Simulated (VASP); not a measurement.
Here is a VASP 6.6.1 calculation.

File INCAR:

```
ALGO = Normal
EDIFF = 1E-7
ENCUT = 520
GGA = PS
ISIF = 2
ISMEAR = -1
LASPH = T
LCHARG = F
LREAL = F
LWAVE = F
NBANDS = 32
NELM = 80
PREC = Accurate
SIGMA = 0.05
```

File KPOINTS:

```
k-points
0
Gamma
  7 7 7
```

File POSCAR:

```
Bi2Te2Se
1.0
    2.1168549803      1.2221667928     10.3694785535
   -2.1168549803      1.2221667928     10.3694785535
    0.0000000000     -2.4443335855     10.3694785535
Bi Te Se
2 2 1
Direct
    0.3917212400      0.3917212400      0.3917212400
    0.6082787600      0.6082787600      0.6082787600
    0.7804048700      0.7804048700      0.7804048700
    0.2195951300      0.2195951300      0.2195951300
    0.0000000000      0.0000000000      0.0000000000
```

Potentials or basis: VASP PAW PBE potentials, release 64 (Bi_d, Te, Se).

Command:

```console
$ cat potpaw_PBE.64/Bi_d/POTCAR potpaw_PBE.64/Te/POTCAR potpaw_PBE.64/Se/POTCAR > POTCAR
$ mpirun -np 1 vasp_std > vasp.out
```

Task: What does it give for the largest force?

Result: 0.534 eV/Å.

Task: Predict the pressure.

Result: 1.9 GPa.

Forces in eV/Å, atoms in the order of the input:
```
Bi   0.000  0.000 -0.279
Bi   0.000  0.000  0.279
Te   0.000  0.000  0.534
Te   0.000  0.000 -0.534
Se   0.000  0.000  0.000
```

Caveat: the PAW data sets were made with another functional, which shifts forces and pressure a little.
